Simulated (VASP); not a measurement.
# ZrTi (P-6m2) in VASP: single point with LDA

Aim: the single point of ZrTi with LDA.

Program: VASP 6.6.1. These are calculated values, not measurements. Logs are shortened: lines on timing, memory, paths and dates and some standing lists are left out, and cuts for length are marked.

### Step 1. The cell of the first run

Symmetry: P-6m2, No. 187, hexagonal system. The conventional cell has a = 3.109 Å, b = 3.109 Å, c = 4.920 Å, α = 90.00°, β = 90.00°, γ = 120.00°. Within 4.0 Å of Zr (site symmetry -6m2) lie 6 Ti at 3.05 Å and 6 Zr at 3.11 Å. Ti (site symmetry -6m2) has 6 Zr at 3.05 Å and 6 Ti at 3.11 Å within 4.0 Å.

### Step 2. Single point, LDA

Input file INCAR:

```
PREC     = Accurate       # precision mode
ENCUT    = 520            # plane-wave cutoff, eV
EDIFF    = 1E-7           # SCF threshold, eV
ISMEAR   = -1             # smearing method
SIGMA    = 0.02           # smearing width, eV
LREAL    = F              # projectors in reciprocal space
LASPH    = T              # aspherical terms in the spheres
NELM     = 100            # most SCF steps
ALGO     = Normal         # electronic algorithm
ISIF     = 2              # what is computed and relaxed
LWAVE    = F              # write WAVECAR
LCHARG   = F              # write CHGCAR
GGA      = CA             # functional
NBANDS   = 19             # bands
```

Input file KPOINTS:

```
Automatic mesh
0
Gamma
  11 11 6
```

Input file POSCAR:

```
ZrTi
1.0
    3.1089940000      0.0000000000      0.0000000000
   -1.5544970000      2.6924680000      0.0000000000
    0.0000000000      0.0000000000      4.9204670000
Zr Ti
1 1
Direct
    0.0000000000      0.0000000000      0.0000000000
    0.3333333333      0.6666666667      0.5000000000
```

Potentials or basis: VASP PAW LDA potentials, release 64 (Zr_sv, Ti_sv).

Started as:

```bash
$ cat potpaw_LDA.64/Zr_sv/POTCAR potpaw_LDA.64/Ti_sv/POTCAR > POTCAR
$ mpirun -np 1 vasp_std > vasp.out
```

OUTCAR:

```text
PREC = Accurate
   ENCUT = 520
   EDIFF = 1E-7
   ISMEAR = -1
   LREAL = F
   LASPH = T
   NELM = 100
   ISIF = 2
   GGA = CA

 ion  position               nearest neighbor table
   1  0.000  0.000  0.000-   2 3.05   2 3.05   2 3.05   2 3.05   2 3.05   2 3.05
   2  0.333  0.667  0.500-   1 3.05   1 3.05   1 3.05   1 3.05   1 3.05   1 3.05

  LATTYP: Found a hexagonal cell.
 ALAT       =     3.1089940000
 C/A-ratio  =     1.5826556758

  Lattice vectors:

 A1 = (   3.1089940000,   0.0000000000,   0.0000000000)
 A2 = (  -1.5544970000,   2.6924680000,   0.0000000000)
 A3 = (   0.0000000000,   0.0000000000,   4.9204670000)

Analysis of symmetry for initial positions (statically):
=====================================================================
 Subroutine PRICEL returns:
 Original cell was already a primitive cell.

 Routine SETGRP: Setting up the symmetry group for a
 hexagonal supercell.

 Subroutine GETGRP returns: Found 12 space group operations
 (whereof 12 operations were pure point group operations)
 out of a pool of 24 trial point group operations.

The static configuration has the point symmetry D_3h.

Analysis of symmetry for dynamics (positions and initial velocities):
=====================================================================
 Subroutine PRICEL returns:
 Original cell was already a primitive cell.

 Routine SETGRP: Setting up the symmetry group for a
 hexagonal supercell.

 Subroutine GETGRP returns: Found 12 space group operations
 (whereof 12 operations were pure point group operations)
 out of a pool of 24 trial point group operations.

The dynamic configuration has the point symmetry D_3h.

 Subroutine INISYM returns: Found 12 space group operations
 (whereof 12 operations are pure point group operations),
 and found     1 'primitive' translations

----------------------------------------------------------------------------------------

                                     Primitive cell

  volume of cell :      41.1886

  direct lattice vectors                    reciprocal lattice vectors
     3.108994000  0.000000000  0.000000000     0.321647453  0.185703228  0.000000000
    -1.554497000  2.692468000  0.000000000     0.000000000  0.371406457  0.000000000
     0.000000000  0.000000000  4.920467000     0.000000000  0.000000000  0.203232742
[... 73 lines left out ...]
   NGXF,Y,Z  is equivalent  to a cutoff of  25.67, 25.67, 27.03 a.u.
 SYSTEM =  unknown system
   PREC   = accura    normal or accurate (medium, high low for compatibility)
   ISTART =      0    job   : 0-new  1-cont  2-samecut
   ICHARG =      2    charge: 1-file 2-atom 10-const
   ISPIN  =      1    spin polarized calculation?
   LNONCOLLINEAR =      F non collinear calculations
   LSORBIT =      F    spin-orbit coupling
   LASPH  =      T    aspherical Exc in radial PAW
   ENCUT  =  520.0 eV  38.22 Ry    6.18 a.u.   5.78  5.78  9.15*2*pi/ulx,y,z
   NELM   =    100;   NELMIN=  2; NELMDL= -5     # of ELM steps
   EDIFF  = 0.1E-06   stopping-criterion for ELM
   LREAL  =      F    real-space projection
   EDIFFG = 0.1E-05   stopping-criterion for IOM
   NSW    =      0    number of steps for IOM
   IBRION =     -1    ionic relax: 0-MD 1-quasi-New 2-CG
   NFREE  =      0    steps in history (QN), initial steepest desc. (CG)
   ISIF   =      2    stress and relaxation
   ISYM   =      2    0-nonsym 1-usesym 2-fastsym
   POTIM  = 0.5000    time-step for ionic-motion
   TEBEG  =    0.0;   TEEND  =   0.0 temperature during run
   PSTRESS=    0.0 pullay stress
   NELECT =      24.0000    total number of electrons
   NUPDOWN=      -1.0000    fix difference up-down
   EMIN   =  10.00;   EMAX   =-10.00  energy-range for DOS
   EFERMI =   0.00;   METHOD = LEGACY
   ISMEAR =    -1;   SIGMA  =   0.02  broadening in eV -4-tet -1-fermi 0-gaus
   EFERMI_NEDOS =   21; number of points for ismear=-14 and -15
   IALGO  =     38    algorithm
   IMIX   =      4    mixing-type and parameters
     AMIX     =   0.40;   BMIX     =  1.00
     AMIX_MAG =   1.60;   BMIX_MAG =  1.00
  volume/ion in A,a.u.               =      20.59       138.98
  Fermi-wavevector in a.u.,A,eV,Ry     =   1.367371  2.583956 25.438855  1.869703
  Thomas-Fermi vector in A             =   2.493429
   LORBIT       =      0    0 simple, 1 ext, 2 COOP (PROOUT), +10 PAW based schemes
   GGA     = CA    functional components
   LHFCALC =     F    Hartree Fock is set to
   AEXX    =    0.0000 exact exchange contribution
   IVDW    =     0    specifies the selected vdW correction
   LEPSILON=     F    determine dielectric tensor
   LRPA    =     F    only Hartree local field effects (RPA)
 non-spin polarized calculation
  energy-cutoff  :      520.00
  volume of cell :       41.19
 maximum number of plane-waves:      1126
 NGX is ok and might be reduce to    24
   NGX = 11   NGY = 11   NGZ = 19

 number of electron      23.9999999 magnetization

 Free energy of the ion-electron system (eV)
  ---------------------------------------------------
  ext. energy  EPLUGINS =         0.00000000
  ---------------------------------------------------
  free energy    TOTEN  =       -17.60243983 eV

  energy without entropy =      -17.59972038  energy(sigma->0) =      -17.60108011

 E-fermi :   8.3108     XC(G=0): -11.4385

 val. band max:        8.3087503401   @ k =   0.3636   0.2727   0.3333
 cond. band min:       8.3309669114   @ k =   0.3636   0.2727   0.5000
 fundamental gap:      0.0222165713
 Fermi energy:         8.3107564124

 k-point     1 :       0.0000    0.0000    0.0000
  band No.  band energies     occupation
      1     -47.9830      2.00000
      2     -39.9807      2.00000
      3     -24.6867      2.00000
      4     -24.4248      2.00000
      5     -24.4248      2.00000
      6     -18.2073      2.00000
[... 505 lines left out ...]
      6     -18.1531      2.00000
[... 11 lines left out ...]
     18      11.4169      0.00000
     19      12.4687      0.00000

 [... further k-points ...]
[... 5 lines left out ...]
  --------------------------------------------------------------------------------------
  -------------------------------------------------------------------------------------
  Total       -1.9174528     -1.9174531     -2.0692000      0.0000000      0.0000000     -0.0000000
  in kB      -74.5862037    -74.5862157    -80.4889569      0.0000000      0.0000000     -0.0000000
  external PRESSURE =     -76.5537921 kB  Pullay stress =       0.0000000 kB

 VOLUME and BASIS-vectors are now :
 -----------------------------------------------------------------------------
  energy-cutoff  :      520.00
  volume of cell :       41.19
      direct lattice vectors                 reciprocal lattice vectors
     3.108994000  0.000000000  0.000000000     0.321647453  0.185703228  0.000000000
    -1.554497000  2.692468000  0.000000000     0.000000000  0.371406457  0.000000000
     0.000000000  0.000000000  4.920467000     0.000000000  0.000000000  0.203232742

 POSITION                                       TOTAL-FORCE (eV/Angst)
 -----------------------------------------------------------------------------------
      0.00000      0.00000      0.00000        -0.000000     -0.000000      0.000000
     -0.00000      1.79498      2.46023         0.000000      0.000000      0.000000
 -----------------------------------------------------------------------------------
    total drift:                                0.000000     -0.000000     -0.000000

  FREE ENERGIE OF THE ION-ELECTRON SYSTEM (eV)
  ---------------------------------------------------
  free  energy   TOTEN  =       -17.6024398349 eV

  energy  without entropy=      -17.5997203760  energy(sigma->0) =      -17.60108011
```

Wall time 32 s (1 thread of Intel Xeon Platinum 8259CL at 2.50GHz (Skylake/Cascade Lake), shared host); peak memory 0.17 GiB.

Results:

| Property | Result |
| --- | --- |
| Free energy | -17.6024 eV |
| Pressure | -7.7 GPa |
| Band gap on the k mesh | zero (band 12 reaches 9.03 eV, above the bottom of band 13 at 8.12 eV) |

Levels at points of the mesh, in eV from the Fermi level:
```
           k point  band 10  band 11  band 12  band 13  band 14  band 15
(0.00, 0.00, 0.00)    -2.82     0.72     0.72     0.88     1.14     1.45
(0.00, 0.00, 0.50)    -3.87     0.04     0.11     0.61     0.61     0.67
```
